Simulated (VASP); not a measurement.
Wanted: the native input for a VASP 6.6.1 run.

* Task: single point
* Functional: r2SCAN
* Potentials or basis: VASP PAW PBE potentials, release 64 (Os)
* Cutoff: 520 eV
* k mesh: 14 × 14 × 14
* Occupations: fermi-dirac, width 0.1 eV
* Spin: no spin polarisation
* Dipole correction: no
* Further INCAR settings: ALGO = Normal; EDIFF = 1e-07; NBANDS = 10

Crystal: Os.

```
Os
1.0
     2.57287    0.00000    0.00000
     0.00000    2.57287    0.00000
     0.00000    0.00000    2.57287
Os
1
Direct
  0.00000 0.00000 0.00000
```

This isn't the form of Os at room conditions, which is hcp.

The input as run:

POSCAR

```
Os
1.0
    2.5728743142      0.0000000000      0.0000000000
    0.0000000000      2.5728743142      0.0000000000
    0.0000000000      0.0000000000      2.5728743142
Os
1
Direct
    0.0000000000      0.0000000000      0.0000000000
```

INCAR.step1

```
ALGO = Normal
EDIFF = 1E-4
ENCUT = 520
GGA = PE
ISMEAR = -1
LASPH = T
LCHARG = F
LREAL = F
LWAVE = T
NBANDS = 10
NELM = 80
PREC = Accurate
SIGMA = 0.1
```

INCAR.step2

```
ALGO = Normal
EDIFF = 1E-7
ENCUT = 520
ISIF = 2
ISMEAR = -1
ISTART = 1
LASPH = T
LCHARG = F
LMIXTAU = T
LREAL = F
LWAVE = F
METAGGA = R2SCAN
NBANDS = 10
NELM = 80
PREC = Accurate
SIGMA = 0.1
```

KPOINTS

```
k-points
0
Gamma
  14 14 14
```

Potentials or basis: VASP PAW PBE potentials, release 64 (Os).

Run with:

```sh
$ cat potpaw_PBE.64/Os/POTCAR > POTCAR
$ cp INCAR.step1 INCAR
$ mpirun -np 1 vasp_std > vasp.out
$ cp INCAR.step2 INCAR
$ mpirun -np 1 vasp_std > vasp.out
```

Results of the run:

The pressure is -9.7 GPa and the band gap on the k mesh is zero (bands 4 and 5 overlap by 5.79 eV).

Caveat: the cell stands under tension; the PAW data sets were made with another functional, which shifts forces and pressure a little; spin-orbit coupling is left out, which moves the levels of the heavy elements.

Wall time 110 s on 1 thread of Intel Xeon 8259CL (shared host), peak memory 0.14 GiB.
